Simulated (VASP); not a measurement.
A run of VASP 6.6.1 is set up as follows.

Contents of POSCAR:

```
GaN
1.0
    0.0000000000      2.2535006075      2.2535006075
    2.2535006075      0.0000000000      2.2535006075
    2.2535006075      2.2535006075      0.0000000000
Ga N
1 1
Direct
    0.0000000000      0.0000000000      0.0000000000
    0.7500000000      0.7500000000      0.7500000000
```

File INCAR.step1:

```
SYSTEM = GaN
PREC = Accurate ; ENCUT = 520
ISMEAR = 0 ; SIGMA = 0.02
LREAL = .FALSE. ; LASPH = .TRUE.
NELM = 60 ; NBANDS = 16
GGA = PE ; ALGO = Normal
EDIFF = 1E-4 ; LWAVE = .TRUE.
LCHARG = .FALSE.
```

INCAR.step2

```
SYSTEM = GaN
PREC = Accurate ; ENCUT = 520
EDIFF = 1E-7 ; ISMEAR = 0
SIGMA = 0.02 ; LREAL = .FALSE.
LASPH = .TRUE. ; NELM = 60
ALGO = Normal ; ISIF = 2
LWAVE = .FALSE. ; LCHARG = .FALSE.
METAGGA = R2SCAN ; LMIXTAU = .TRUE.
IVDW = 12 ; VDW_S6 = 1.0
VDW_S8 = 0.78981345 ; VDW_A1 = 0.49484001
VDW_A2 = 5.73083694 ; NBANDS = 16
ISTART = 1
```

The input KPOINTS:

```
Automatic mesh
0
G
  10 10 10
  0 0 0
```

Potentials or basis: VASP PAW PBE potentials, release 64 (Ga_d, N).

Run with:

```sh
$ cat potpaw_PBE.64/Ga_d/POTCAR potpaw_PBE.64/N/POTCAR > POTCAR
$ cp INCAR.step1 INCAR
$ mpirun -np 1 vasp_std > vasp.out
$ cp INCAR.step2 INCAR
$ mpirun -np 1 vasp_std > vasp.out
```

(1) What does it give for the band gap on the k mesh?

(2) Predict the pressure.

## Answers

(1) 2.12 eV, direct.

(2) -1.8 GPa.

Caveat: three body term missing; the PAW data sets were made with another functional, which shifts forces and pressure a little.
